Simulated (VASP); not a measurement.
# KF (Fm-3m) in VASP: further runs

Runs on KF. Level: PBE. Tasks: single point.

All numbers are computed with VASP 6.6.1; they aren't measurements. Logs are shortened: lines on timing, memory, paths and dates and some standing lists are left out, and cuts for length are marked.

**1. The cell of the first run**

The structure is cubic, space group Fm-3m (No. 225). The conventional cell has a = 5.195 Å, b = 5.195 Å, c = 5.195 Å, α = 90.00°, β = 90.00°, γ = 90.00°. K (site symmetry m-3m) has 6 F at 2.60 Å within 3.4 Å. F (site symmetry m-3m) has 6 K at 2.60 Å within 3.4 Å.

**2. Single point, PBE (volume scaled by 0.88)**

The input, INCAR:

```
  ALGO = Normal
  EDIFF = 1E-6
  ENCUT = 520
  GGA = PE
  ISIF = 2
  ISMEAR = 0
  LASPH = T
  LCHARG = F
  LREAL = F
  LWAVE = F
  NBANDS = 15
  NELM = 100
  PREC = Accurate
  SIGMA = 0.02
```

The input, KPOINTS:

```
k-points
0
Gamma
  8 8 8
```

The input, POSCAR:

```
KF
1.0
    0.0000000000      2.5973037289      2.5973037289
    2.5973037289      0.0000000000      2.5973037289
    2.5973037289      2.5973037289      0.0000000000
K F
1 1
Direct
    0.5000000000      0.5000000000      0.5000000000
    0.0000000000      0.0000000000      0.0000000000
```

Potentials or basis: VASP PAW PBE potentials, release 64 (K_sv, F).

On the command line:

```sh
> cat potpaw_PBE.64/K_sv/POTCAR potpaw_PBE.64/F/POTCAR > POTCAR
> mpirun -np 1 vasp_std > vasp.out
```

OUTCAR:

```text
EDIFF = 1E-6
   ENCUT = 520
   GGA = PE
   ISIF = 2
   ISMEAR = 0
   LASPH = T
   LREAL = F
   NELM = 100
   PREC = Accurate

 ion  position               nearest neighbor table
   1  0.500  0.500  0.500-   2 2.60   2 2.60   2 2.60   2 2.60   2 2.60   2 2.60
   2  0.000  0.000  0.000-   1 2.60   1 2.60   1 2.60   1 2.60   1 2.60   1 2.60

  LATTYP: Found a face centered cubic cell.
 ALAT       =     5.1946074578

  Lattice vectors:

 A1 = (   0.0000000000,   2.5973037289,   2.5973037289)
 A2 = (   2.5973037289,   0.0000000000,   2.5973037289)
 A3 = (   2.5973037289,   2.5973037289,   0.0000000000)

Analysis of symmetry for initial positions (statically):
=====================================================================
 Subroutine PRICEL returns:
 Original cell was already a primitive cell.

 Routine SETGRP: Setting up the symmetry group for a
 face centered cubic supercell.

 Subroutine GETGRP returns: Found 48 space group operations
 (whereof 48 operations were pure point group operations)
 out of a pool of 48 trial point group operations.

The static configuration has the point symmetry O_h .

Analysis of symmetry for dynamics (positions and initial velocities):
=====================================================================
 Subroutine PRICEL returns:
 Original cell was already a primitive cell.

 Routine SETGRP: Setting up the symmetry group for a
 face centered cubic supercell.

 Subroutine GETGRP returns: Found 48 space group operations
 (whereof 48 operations were pure point group operations)
 out of a pool of 48 trial point group operations.

The dynamic configuration has the point symmetry O_h .

 Subroutine INISYM returns: Found 48 space group operations
 (whereof 48 operations are pure point group operations),
 and found     1 'primitive' translations

----------------------------------------------------------------------------------------

                                     Primitive cell

  volume of cell :      35.0428

  direct lattice vectors                    reciprocal lattice vectors
     0.000000000  2.597303729  2.597303729    -0.192507328  0.192507328  0.192507328
     2.597303729  0.000000000  2.597303729     0.192507328 -0.192507328  0.192507328
     2.597303729  2.597303729  0.000000000     0.192507328  0.192507328 -0.192507328

  length of vectors
     3.673142159  3.673142159  3.673142159     0.333432472  0.333432472  0.333432472

  position of ions in fractional coordinates (direct lattice)
     0.500000000  0.500000000  0.500000000
     0.000000000  0.000000000  0.000000000

  ion indices of the primitive-cell ions
   primitive index   ion index
                 1           1
                 2           2

----------------------------------------------------------------------------------------

 KPOINTS: k-points

Automatic generation of k-mesh.
 Grid dimensions read from file:
 generate k-points for:    8    8    8

 Generating k-lattice:

  Cartesian coordinates                     Fractional coordinates (reciprocal lattice)
    -0.024063416  0.024063416  0.024063416     0.125000000  0.000000000  0.000000000
     0.024063416 -0.024063416  0.024063416     0.000000000  0.125000000  0.000000000
     0.024063416  0.024063416 -0.024063416     0.000000000  0.000000000  0.125000000

  Length of vectors
     0.041679059  0.041679059  0.041679059

  Shift w.r.t. Gamma in fractional coordinates (k-lattice)
     0.000000000  0.000000000  0.000000000

 Subroutine IBZKPT returns following result:
 ===========================================

 Found     29 irreducible k-points:

 Following reciprocal coordinates:
            Coordinates               Weight
  0.000000  0.000000  0.000000      1.000000
  0.125000  0.000000  0.000000      8.000000
  0.250000  0.000000  0.000000      8.000000
  0.375000  0.000000  0.000000      8.000000
  0.500000  0.000000  0.000000      4.000000
  0.125000  0.125000  0.000000      6.000000
[... 16 lines left out ...]
  0.500000  0.250000  0.125000     48.000000
 -0.375000  0.250000  0.125000     24.000000
 [... further k-points ...]
   k-points           NKPTS =     29   k-points in BZ     NKDIM =     29   number of bands    NBANDS=     15
   number of dos      NEDOS =    301   number of ions     NIONS =      2
   total plane-waves  NPLWV =  21952
   dimension x,y,z NGX =    28 NGY =   28 NGZ =   28
   dimension x,y,z NGXF=    56 NGYF=   56 NGZF=   56
   ions per type =               1   1
   NGX,Y,Z   is equivalent  to a cutoff of  12.67, 12.67, 12.67 a.u.
   NGXF,Y,Z  is equivalent  to a cutoff of  25.35, 25.35, 25.35 a.u.
 SYSTEM =  unknown system
   PREC   = accura    normal or accurate (medium, high low for compatibility)
   ISTART =      0    job   : 0-new  1-cont  2-samecut
   ICHARG =      2    charge: 1-file 2-atom 10-const
   ISPIN  =      1    spin polarized calculation?
   LNONCOLLINEAR =      F non collinear calculations
   LSORBIT =      F    spin-orbit coupling
   LASPH  =      T    aspherical Exc in radial PAW
   ENCUT  =  520.0 eV  38.22 Ry    6.18 a.u.   6.83  6.83  6.83*2*pi/ulx,y,z
   NELM   =    100;   NELMIN=  2; NELMDL= -5     # of ELM steps
   EDIFF  = 0.1E-05   stopping-criterion for ELM
   LREAL  =      F    real-space projection
   EDIFFG = 0.1E-04   stopping-criterion for IOM
   NSW    =      0    number of steps for IOM
   IBRION =     -1    ionic relax: 0-MD 1-quasi-New 2-CG
   NFREE  =      0    steps in history (QN), initial steepest desc. (CG)
   ISIF   =      2    stress and relaxation
   ISYM   =      2    0-nonsym 1-usesym 2-fastsym
   POTIM  = 0.5000    time-step for ionic-motion
   TEBEG  =    0.0;   TEEND  =   0.0 temperature during run
   PSTRESS=    0.0 pullay stress
   NELECT =      16.0000    total number of electrons
   NUPDOWN=      -1.0000    fix difference up-down
   EMIN   =  10.00;   EMAX   =-10.00  energy-range for DOS
   EFERMI =   0.00;   METHOD = LEGACY
   ISMEAR =     0;   SIGMA  =   0.02  broadening in eV -4-tet -1-fermi 0-gaus
   EFERMI_NEDOS =   21; number of points for ismear=-14 and -15
   IALGO  =     38    algorithm
   IMIX   =      4    mixing-type and parameters
     AMIX     =   0.40;   BMIX     =  1.00
     AMIX_MAG =   1.60;   BMIX_MAG =  1.00
  volume/ion in A,a.u.               =      17.52       118.24
  Fermi-wavevector in a.u.,A,eV,Ry     =   1.260614  2.382215 21.621663  1.589147
  Thomas-Fermi vector in A             =   2.394115
   LORBIT       =      0    0 simple, 1 ext, 2 COOP (PROOUT), +10 PAW based schemes
   GGA     = PE    functional components
   LHFCALC =     F    Hartree Fock is set to
   AEXX    =    0.0000 exact exchange contribution
   IVDW    =     0    specifies the selected vdW correction
   LEPSILON=     F    determine dielectric tensor
   LRPA    =     F    only Hartree local field effects (RPA)
 non-spin polarized calculation
 Gauss-broadening in eV      SIGMA  =   0.02
  energy-cutoff  :      520.00
  volume of cell :       35.04
 maximum number of plane-waves:       960
   NGX = 13   NGY = 13   NGZ = 13

 number of electron      16.0000004 magnetization

 Free energy of the ion-electron system (eV)
  ---------------------------------------------------
  ext. energy  EPLUGINS =         0.00000000
  ---------------------------------------------------
  free energy    TOTEN  =        -8.22499863 eV

  energy without entropy =       -8.22499863  energy(sigma->0) =       -8.22499863

 E-fermi :  -2.4618     XC(G=0):  -8.7970

 val. band max:       -2.5581858361   @ k =   0.0000   0.0000   0.0000
 cond. band min:       4.0749214275   @ k =   0.0000   0.0000   0.0000
 fundamental gap:      6.6331072636
 Fermi energy:        -2.4618102359

 k-point     1 :       0.0000    0.0000    0.0000
  band No.  band energies     occupation
      1     -28.4760      2.00000
      2     -21.2606      2.00000
      3     -11.6531      2.00000
      4     -11.6531      2.00000
      5     -11.6531      2.00000
      6      -2.5582      2.00000
      7      -2.5582      2.00000
      8      -2.5582      2.00000
      9       4.0749      0.00000
     10       8.3493      0.00000
     11       8.3493      0.00000
     12       8.3493      0.00000
     13      10.1389      0.00000
     14      10.1389      0.00000
     15      14.9443      0.00000

 k-point     2 :       0.1250    0.0000    0.0000
  band No.  band energies     occupation
      1     -28.4557      2.00000
      2     -21.2807      2.00000
      3     -11.7013      2.00000
      4     -11.6593      2.00000
      5     -11.6593      2.00000
      6      -2.7160      2.00000
      7      -2.6231      2.00000
      8      -2.6231      2.00000
      9       4.5404      0.00000
     10       8.0998      0.00000
     11       8.5788      0.00000
     12       8.5788      0.00000
     13      10.3104      0.00000
     14      10.3104      0.00000
     15      15.7572      0.00000

 k-point     3 :       0.2500    0.0000    0.0000
  band No.  band energies     occupation
      1     -28.4060      2.00000
      2     -21.3307      2.00000
      3     -11.8166      2.00000
      4     -11.6739      2.00000
      5     -11.6739      2.00000
      6      -3.0503      2.00000
      7      -2.7757      2.00000
      8      -2.7757      2.00000
      9       5.6752      0.00000
     10       7.7966      0.00000
     11       9.1530      0.00000
     12       9.1530      0.00000
     13      10.8255      0.00000
     14      10.8255      0.00000
     15      16.9449      0.00000
[... 343 lines left out ...]
 k-point    23 :       0.5000    0.2500    0.1250
  band No.  band energies     occupation
      1     -28.3337      2.00000
      2     -21.3618      2.00000
      3     -11.9965      2.00000
      4     -11.9112      2.00000
      5     -11.7304      2.00000
      6      -3.1822      2.00000
      7      -2.9130      2.00000
      8      -2.7188      2.00000
      9       7.0333      0.00000
     10       7.4959      0.00000
     11       9.6337      0.00000
     12      10.4313      0.00000
     13      11.4800      0.00000
     14      12.5255      0.00000
     15      14.6329      0.00000

 k-point    24 :      -0.3750    0.2500    0.1250
  band No.  band energies     occupation
      1     -28.3176      2.00000
      2     -21.3714      2.00000
      3     -12.0531      2.00000
      4     -11.9339      2.00000
      5     -11.7383      2.00000
      6      -3.1910      2.00000
      7      -2.8767      2.00000
      8      -2.8358      2.00000
      9       7.1770      0.00000
     10       7.9452      0.00000
     11       9.6170      0.00000
     12      10.6132      0.00000
     13      11.9805      0.00000
     14      13.1788      0.00000
     15      13.6236      0.00000

 [... further k-points ...]
[... 5 lines left out ...]
  --------------------------------------------------------------------------------------
  -------------------------------------------------------------------------------------
  Total        1.1338788      1.1338788      1.1338788     -0.0000000     -0.0000000      0.0000000
  in kB       51.8416738     51.8416738     51.8416738     -0.0000000     -0.0000000      0.0000000
  external PRESSURE =      51.8416738 kB  Pullay stress =       0.0000000 kB

 VOLUME and BASIS-vectors are now :
 -----------------------------------------------------------------------------
  energy-cutoff  :      520.00
  volume of cell :       35.04
      direct lattice vectors                 reciprocal lattice vectors
     0.000000000  2.597303729  2.597303729    -0.192507328  0.192507328  0.192507328
     2.597303729  0.000000000  2.597303729     0.192507328 -0.192507328  0.192507328
     2.597303729  2.597303729  0.000000000     0.192507328  0.192507328 -0.192507328

 POSITION                                       TOTAL-FORCE (eV/Angst)
 -----------------------------------------------------------------------------------
      2.59730      2.59730      2.59730        -0.000000     -0.000000     -0.000000
      0.00000      0.00000      0.00000         0.000000      0.000000      0.000000
 -----------------------------------------------------------------------------------
    total drift:                                0.000000      0.000000      0.000000

  FREE ENERGIE OF THE ION-ELECTRON SYSTEM (eV)
  ---------------------------------------------------
  free  energy   TOTEN  =        -8.2249986311 eV

  energy  without entropy=       -8.2249986311  energy(sigma->0) =       -8.22499863
```

It took 10 s on 1 thread of AMD EPYC 9R45 (Zen 5), shared host; peak memory 0.13 GiB.

What came out:

```
Free energy            : -8.2250 eV
Pressure               : 5.2 GPa
Band gap on the k mesh : 6.63 eV, direct
```

 A k mesh can miss the band edges.

[end of part 1 of 2]
